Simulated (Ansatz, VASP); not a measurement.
# W16C15: VASP beside Ansatz

```
W C
1.0
    -2.92207    5.06118    5.69265
     5.84415    0.00000    5.69265
     2.92207    5.06118    0.00000
W C
16 15
Direct
  0.00429 0.99829 0.99790
  0.25353 0.24770 0.24856
  0.00220 0.99639 0.49991
  0.25162 0.24562 0.75056
  0.00484 0.49953 0.99411
  0.25407 0.74800 0.24666
  0.00482 0.49955 0.49992
  0.25408 0.74804 0.74957
  0.50191 0.99585 0.99877
  0.75035 0.24509 0.24852
  0.50186 0.99582 0.50175
  0.75034 0.24510 0.75436
  0.50314 0.49730 0.99894
  0.75716 0.74663 0.24729
  0.50331 0.49276 0.50114
  0.75261 0.74676 0.74949
  0.03509 0.21479 0.13004
  0.28893 0.46330 0.37515
  0.03508 0.21482 0.61860
  0.28895 0.46334 0.87100
  0.03821 0.70952 0.12535
  0.28755 0.96235 0.37412
  0.04067 0.71158 0.62313
  0.28625 0.96361 0.87422
  0.53832 0.20924 0.12533
  0.54036 0.21170 0.62303
  0.78941 0.46048 0.87428
  0.54196 0.70792 0.13254
  0.78653 0.96092 0.37340
  0.54200 0.70789 0.61580
  0.78658 0.96094 0.87751
```

Alike in both runs: functional PBE; k mesh 1 × 1 × 1; occupations methfessel-paxton of order 1, width 0.1 eV; no spin polarisation.

Ansatz relaxed the structure, and its values are those at the end. VASP's run is a single point on that final structure, the one shown.

|  | VASP | Ansatz |
| --- | --- | --- |
| version | VASP 6.6.1 | Ansatz 0.2.0 |
| potentials or method | VASP PAW PBE potentials, release 64 (W_sv, C), cutoff 520 eV | plane-wave PAW DFT |
| valence electrons in the cell | 284 | 284 |

VASP gave:

* rms of the force components (eV/Å): 0.014

Q: Which values does Ansatz return?

A: rms of the force components (eV/Å): 0.004.

The functional is the same, so the differences come from potentials, cutoffs and numerics. Ansatz's warnings: smearing energy in gap.

Neither program's run includes spin-orbit coupling.
